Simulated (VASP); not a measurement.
# SiNi (Pnma) in VASP: further runs

Runs on SiNi. Level: PBEsol. Tasks: single point.

All numbers are computed with VASP 6.6.1; they aren't measurements. Logs are shortened: lines on timing, memory, paths and dates and some standing lists are left out, and cuts for length are marked.

## 1. The cell of the first run

Symmetry: Pnma, No. 62, orthorhombic system. The conventional cell has a = 5.088 Å, b = 3.358 Å, c = 5.528 Å, α = 90.00°, β = 90.00°, γ = 90.00°. Si (site symmetry m) has 6 Ni at 2.26 to 2.38 Å and 2 Si at 2.65 Å within 3.0 Å. Within 3.0 Å of Ni (site symmetry m) lie 6 Si at 2.26 to 2.38 Å and 4 Ni at 2.64 to 2.67 Å.

## 2. Single point, PBEsol

File INCAR:

```
PREC = Accurate
ENCUT = 520
EDIFF = 1E-6
ISMEAR = 0
SIGMA = 0.1
LREAL = False
LASPH = True
NELM = 80
ALGO = Normal
ISIF = 2
LWAVE = False
LCHARG = True
GGA = PS
LELF = True
LVHAR = True
NBANDS = 38
```

File KPOINTS:

```
Automatic mesh
0
Gamma
  8 10 6
```

File POSCAR:

```
SiNi
1.0
    5.0878282774      0.0000000000      0.0000000000
    0.0000000000      3.3577714708      0.0000000000
    0.0000000000      0.0000000000      5.5278302189
Si Ni
4 4
Direct
    0.3214276645      0.7500000000      0.0865554830
    0.1785723355      0.2500000000      0.5865554830
    0.8214276645      0.7500000000      0.4134445170
    0.6785723355      0.2500000000      0.9134445170
    0.0093007301      0.2500000000      0.1873863657
    0.4906992699      0.7500000000      0.6873863657
    0.5093007301      0.2500000000      0.3126136343
    0.9906992699      0.7500000000      0.8126136343
```

Potentials or basis: VASP PAW PBE potentials, release 64 (Si, Ni).

Started as:

```
$ cat potpaw_PBE.64/Si/POTCAR potpaw_PBE.64/Ni/POTCAR > POTCAR
$ mpirun -np 1 vasp_std > vasp.out
```

OUTCAR:

```text
PREC = Accurate
   ENCUT = 520
   EDIFF = 1E-6
   ISMEAR = 0
   LREAL = False
   LASPH = True
   NELM = 80
   ISIF = 2
   GGA = PS

 ion  position               nearest neighbor table
   1  0.321  0.750  0.087-   8 2.26   7 2.30   7 2.30   6 2.37   5 2.38   5 2.38   4 2.65   4 2.65
                             3 3.12   3 3.12
   2  0.179  0.250  0.587-   7 2.26   8 2.30   8 2.30   5 2.37   6 2.38   6 2.38   3 2.65   3 2.65
                             4 3.12   4 3.12
   3  0.821  0.750  0.413-   6 2.26   5 2.30   5 2.30   8 2.37   7 2.38   7 2.38   2 2.65   2 2.65
                             1 3.12   1 3.12
   4  0.679  0.250  0.913-   5 2.26   6 2.30   6 2.30   7 2.37   8 2.38   8 2.38   1 2.65   1 2.65
                             2 3.12   2 3.12
   5  0.009  0.250  0.187-   4 2.26   3 2.30   3 2.30   2 2.37   1 2.38   1 2.38   7 2.64   7 2.64
                             8 2.67   8 2.67
   6  0.491  0.750  0.687-   3 2.26   4 2.30   4 2.30   1 2.37   2 2.38   2 2.38   8 2.64   8 2.64
                             7 2.67   7 2.67
   7  0.509  0.250  0.313-   2 2.26   1 2.30   1 2.30   4 2.37   3 2.38   3 2.38   5 2.64   5 2.64
                             6 2.67   6 2.67
   8  0.991  0.750  0.813-   1 2.26   2 2.30   2 2.30   3 2.37   4 2.38   4 2.38   6 2.64   6 2.64
                             5 2.67   5 2.67

  LATTYP: Found a simple orthorhombic cell.
 ALAT       =     3.3577714708
 B/A-ratio  =     1.5152395932
 C/A-ratio  =     1.6462794645

  Lattice vectors:

 A1 = (   0.0000000000,  -3.3577714708,   0.0000000000)
 A2 = (   5.0878282774,   0.0000000000,   0.0000000000)
 A3 = (   0.0000000000,   0.0000000000,   5.5278302189)

Analysis of symmetry for initial positions (statically):
=====================================================================
 Subroutine PRICEL returns:
 Original cell was already a primitive cell.

 Routine SETGRP: Setting up the symmetry group for a
 simple orthorhombic supercell.

 Subroutine GETGRP returns: Found  8 space group operations
 (whereof  2 operations were pure point group operations)
 out of a pool of  8 trial point group operations.

The static configuration has the point symmetry S_2 .
 The point group associated with its full space group is D_2h.

Analysis of symmetry for dynamics (positions and initial velocities):
=====================================================================
 Subroutine PRICEL returns:
 Original cell was already a primitive cell.

 Routine SETGRP: Setting up the symmetry group for a
 simple orthorhombic supercell.

 Subroutine GETGRP returns: Found  8 space group operations
 (whereof  2 operations were pure point group operations)
 out of a pool of  8 trial point group operations.

The dynamic configuration has the point symmetry S_2 .
 The point group associated with its full space group is D_2h.

 Subroutine INISYM returns: Found  8 space group operations
 (whereof  2 operations are pure point group operations),
 and found     1 'primitive' translations

----------------------------------------------------------------------------------------

                                     Primitive cell

  volume of cell :      94.4362

  direct lattice vectors                    reciprocal lattice vectors
     5.087828277  0.000000000  0.000000000     0.196547514  0.000000000  0.000000000
     0.000000000  3.357771471  0.000000000     0.000000000  0.297816575  0.000000000
     0.000000000  0.000000000  5.527830219     0.000000000  0.000000000  0.180902806

  length of vectors
     5.087828277  3.357771471  5.527830219     0.196547514  0.297816575  0.180902806

  position of ions in fractional coordinates (direct lattice)
     0.321427664  0.750000000  0.086555483
     0.178572336  0.250000000  0.586555483
     0.821427664  0.750000000  0.413444517
     0.678572336  0.250000000  0.913444517
     0.009300730  0.250000000  0.187386366
     0.490699270  0.750000000  0.687386366
     0.509300730  0.250000000  0.312613634
     0.990699270  0.750000000  0.812613634

  ion indices of the primitive-cell ions
   primitive index   ion index
                 1           1
                 2           2
                 3           3
                 4           4
                 5           5
                 6           6
                 7           7
                 8           8

----------------------------------------------------------------------------------------

 KPOINTS: Automatic mesh

Automatic generation of k-mesh.
 Grid dimensions read from file:
 generate k-points for:    8   10    6

 Generating k-lattice:

  Cartesian coordinates                     Fractional coordinates (reciprocal lattice)
     0.024568439  0.000000000  0.000000000     0.125000000  0.000000000  0.000000000
     0.000000000  0.029781658  0.000000000     0.000000000  0.100000000  0.000000000
     0.000000000  0.000000000  0.030150468     0.000000000  0.000000000  0.166666667

  Length of vectors
     0.024568439  0.029781658  0.030150468

  Shift w.r.t. Gamma in fractional coordinates (k-lattice)
     0.000000000  0.000000000  0.000000000

 Subroutine IBZKPT returns following result:
 ===========================================

 Found    120 irreducible k-points:

 Following reciprocal coordinates:
            Coordinates               Weight
  0.000000  0.000000  0.000000      1.000000
  0.125000  0.000000  0.000000      2.000000
  0.250000  0.000000  0.000000      2.000000
  0.375000  0.000000  0.000000      2.000000
  0.500000  0.000000  0.000000      1.000000
  0.000000  0.100000  0.000000      2.000000
[... 16 lines left out ...]
  0.250000  0.400000  0.000000      4.000000
  0.375000  0.400000  0.000000      4.000000
 [... further k-points ...]
   k-points           NKPTS =    120   k-points in BZ     NKDIM =    120   number of bands    NBANDS=     38
   number of dos      NEDOS =    301   number of ions     NIONS =      8
   total plane-waves  NPLWV =  47040
   dimension x,y,z NGX =    40 NGY =   28 NGZ =   42
   dimension x,y,z NGXF=    80 NGYF=   56 NGZF=   84
   ions per type =               4   4
   NGX,Y,Z   is equivalent  to a cutoff of  13.07, 13.86, 12.63 a.u.
   NGXF,Y,Z  is equivalent  to a cutoff of  26.14, 27.73, 25.26 a.u.
 SYSTEM =  unknown system
   PREC   = accura    normal or accurate (medium, high low for compatibility)
   ISTART =      0    job   : 0-new  1-cont  2-samecut
   ICHARG =      2    charge: 1-file 2-atom 10-const
   ISPIN  =      1    spin polarized calculation?
   LNONCOLLINEAR =      F non collinear calculations
   LSORBIT =      F    spin-orbit coupling
   LASPH  =      T    aspherical Exc in radial PAW
   ENCUT  =  520.0 eV  38.22 Ry    6.18 a.u.   9.46  6.24 10.28*2*pi/ulx,y,z
   NELM   =     80;   NELMIN=  2; NELMDL= -5     # of ELM steps
   EDIFF  = 0.1E-05   stopping-criterion for ELM
   LREAL  =      F    real-space projection
[... 7 lines left out ...]
   TEBEG  =    0.0;   TEEND  =   0.0 temperature during run
   PSTRESS=    0.0 pullay stress
   NELECT =      56.0000    total number of electrons
   NUPDOWN=      -1.0000    fix difference up-down
   EMIN   =  10.00;   EMAX   =-10.00  energy-range for DOS
   EFERMI =   0.00;   METHOD = LEGACY
   ISMEAR =     0;   SIGMA  =   0.10  broadening in eV -4-tet -1-fermi 0-gaus
   EFERMI_NEDOS =   21; number of points for ismear=-14 and -15
   IALGO  =     38    algorithm
   IMIX   =      4    mixing-type and parameters
     AMIX     =   0.40;   BMIX     =  1.00
     AMIX_MAG =   1.60;   BMIX_MAG =  1.00
  volume/ion in A,a.u.               =      11.80        79.66
  Fermi-wavevector in a.u.,A,eV,Ry     =   1.375386  2.599104 25.737977  1.891688
  Thomas-Fermi vector in A             =   2.500727
   LORBIT       =      0    0 simple, 1 ext, 2 COOP (PROOUT), +10 PAW based schemes
   GGA     = PS    functional components
   LHFCALC =     F    Hartree Fock is set to
   AEXX    =    0.0000 exact exchange contribution
   IVDW    =     0    specifies the selected vdW correction
   LEPSILON=     F    determine dielectric tensor
   LRPA    =     F    only Hartree local field effects (RPA)
 non-spin polarized calculation
 Gauss-broadening in eV      SIGMA  =   0.10
  energy-cutoff  :      520.00
  volume of cell :       94.44
 maximum number of plane-waves:      2568
 NGX is ok and might be reduce to    40
   NGX = 19   NGY = 13   NGZ = 21

 number of electron      56.0000019 magnetization

 Free energy of the ion-electron system (eV)
  ---------------------------------------------------
  ext. energy  EPLUGINS =         0.00000000
  ---------------------------------------------------
  free energy    TOTEN  =       -52.27208589 eV

  energy without entropy =      -52.26481338  energy(sigma->0) =      -52.26844964

 E-fermi :  10.6872     XC(G=0): -12.4544

 val. band max:       10.6603332747   @ k =   0.0000   0.5000   0.3333
 cond. band min:      10.7124601159   @ k =   0.1250   0.4000   0.0000
 fundamental gap:      0.0521268412
 Fermi energy:        10.6872450983

 k-point     1 :       0.0000    0.0000    0.0000
  band No.  band energies     occupation
      1      -2.5144      2.00000
      2       1.0003      2.00000
      3       2.1753      2.00000
      4       2.8438      2.00000
      5       4.0340      2.00000
      6       4.5620      2.00000
[... 30 lines left out ...]
     37      16.9589      0.00000
     38      17.3570      0.00000

 k-point     2 :       0.1250    0.0000    0.0000
  band No.  band energies     occupation
      1      -2.4275      2.00000
      2       0.8145      2.00000
      3       2.2383      2.00000
      4       2.5144      2.00000
      5       4.4391      2.00000
      6       4.6204      2.00000
[... 30 lines left out ...]
     37      17.0120      0.00000
     38      17.1647      0.00000
[... 859 lines left out ...]
     37      16.1005      0.00000
     38      17.4090      0.00000

 k-point    24 :       0.3750    0.4000    0.0000
  band No.  band energies     occupation
      1       0.2012      2.00000
      2       1.2877      2.00000
      3       2.2368      2.00000
      4       2.8364      2.00000
      5       4.6446      2.00000
      6       4.8960      2.00000
[... 30 lines left out ...]
     37      16.7614      0.00000
     38      17.3925      0.00000

 [... further k-points ...]

------------------------ aborting loop because EDIFF is reached ----------------------------------------

  FORCE on cell =-STRESS in cart. coord.  units (eV):
  Direction    XX          YY          ZZ          XY          YZ          ZX
  --------------------------------------------------------------------------------------
  -------------------------------------------------------------------------------------
  Total        0.1661748      0.0844212      0.1140184      0.0000000      0.0000000      0.0000000
  in kB        2.8192750      1.4322661      1.9344045      0.0000000      0.0000000      0.0000000
  external PRESSURE =       2.0619818 kB  Pullay stress =       0.0000000 kB

 VOLUME and BASIS-vectors are now :
 -----------------------------------------------------------------------------
  energy-cutoff  :      520.00
  volume of cell :       94.44
      direct lattice vectors                 reciprocal lattice vectors
     5.087828277  0.000000000  0.000000000     0.196547514  0.000000000  0.000000000
     0.000000000  3.357771471  0.000000000     0.000000000  0.297816575  0.000000000
     0.000000000  0.000000000  5.527830219     0.000000000  0.000000000  0.180902806

 POSITION                                       TOTAL-FORCE (eV/Angst)
 -----------------------------------------------------------------------------------
      1.63537      2.51833      0.47846        -0.000933      0.000000      0.001486
      0.90855      0.83944      3.24238         0.000933      0.000000      0.001486
      4.17928      2.51833      2.28545        -0.000933      0.000000     -0.001486
      3.45246      0.83944      5.04937         0.000933      0.000000     -0.001486
      0.04732      0.83944      1.03584         0.016078     -0.000000     -0.005001
      2.49659      2.51833      3.79976        -0.016078     -0.000000     -0.005001
      2.59123      0.83944      1.72808         0.016078      0.000000      0.005001
      5.04051      2.51833      4.49199        -0.016078      0.000000      0.005001
 -----------------------------------------------------------------------------------
    total drift:                               -0.000000      0.000000     -0.000000

  FREE ENERGIE OF THE ION-ELECTRON SYSTEM (eV)
  ---------------------------------------------------
  free  energy   TOTEN  =       -52.2720858874 eV

  energy  without entropy=      -52.2648133845  energy(sigma->0) =      -52.26844964
```

Wall time 11 min (1 thread of Oxide Virtual Turin-like, shared host); peak memory 0.4 GiB.

Results:

```yaml
Free_energy: -52.2721 eV
Pressure: 0.2 GPa
Largest_force: 0.017 eV/Å
Band_gap_on_the_k_mesh: zero (band 28 reaches 11.82 eV, above the bottom of band 29 at 9.93 eV)
```

Forces in eV/Å, atoms in the order of the input:
```
Si  -0.001  0.000  0.001
Si   0.001  0.000  0.001
Si  -0.001  0.000 -0.001
Si   0.001  0.000 -0.001
Ni   0.016  0.000 -0.005
Ni  -0.016  0.000 -0.005
Ni   0.016  0.000  0.005
Ni  -0.016  0.000  0.005
```

Levels at points of the mesh, in eV from the Fermi level:
```tsv
k point	band 25	band 26	band 27	band 28	band 29	band 30	band 31	band 32
(0.00, 0.00, 0.00)	-1.80	-1.29	-1.15	-0.93	0.67	1.39	3.36	3.85
(0.50, 0.00, 0.00)	-1.88	-1.88	1.02	1.02	1.12	1.12	3.73	3.73
(0.00, 0.50, 0.00)	-1.97	-1.97	-1.44	-1.44	-0.59	-0.59	2.08	2.08
(0.50, 0.50, 0.00)	-1.74	-1.74	-1.74	-1.74	0.51	0.51	0.51	0.51
(0.00, 0.00, 0.50)	-1.41	-1.41	-0.20	-0.20	0.87	0.87	3.37	3.37
(0.50, 0.00, 0.50)	-0.98	-0.98	0.84	0.84	2.34	2.34	2.68	2.68
(0.00, 0.50, 0.50)	-2.05	-2.05	-1.73	-1.73	0.20	0.20	1.39	1.39
(0.50, 0.50, 0.50)	-1.94	-1.94	-1.94	-1.94	2.66	2.66	2.66	2.66
```

Caveat: the PAW data sets were made with another functional, which shifts forces and pressure a little.

[end of part 1 of 2]
